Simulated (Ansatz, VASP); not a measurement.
**One calculation of N, two programs**

```
N
1.0
     5.64900    0.00000    0.00000
     0.00000    5.64900    0.00000
     0.00000    0.00000    5.70549
N
4
Direct
  0.03000 0.03000 0.03000
  0.47000 0.97000 0.53000
  0.53000 0.47000 0.97000
  0.97000 0.53000 0.47000
```

Change from the starting cell: zz strain of +1 %, crystal datasets.

Alike in both runs: task electric field gradients; functional PBEsol; k mesh 4 × 4 × 4; occupations fermi-dirac, width 0.02 eV; no spin polarisation.

```csv
,VASP,Ansatz
version,VASP 6.6.1,Ansatz 0.2.0
potentials or method,"VASP PAW PBE potentials, release 64 (N), cutoff 520 eV","all-electron PAW with datasets made for the crystal, scalar-relativistic"
```

|  | VASP | Ansatz | Ansatz less VASP |
| --- | --- | --- | --- |
| pressure (GPa) | -4.0 | -4.0 | +0.04 |
| traceless stress, the component that is largest in VASP (GPa) | 0.06 | 0.06 | -0.001 |
| rms of the force components (eV/Å) | 0.223 | 0.223 | +0.0002 |
| size of Vzz on the site where it differs most (V/Å²) | 6.0 | 5.9 | -0.08 |

VASP's potentials were made for PBE, not for PBEsol. Atom by atom the forces differ by 0.000 eV/Å (rms over components). Ansatz ran all-electron here, and VASP with PAW potentials.
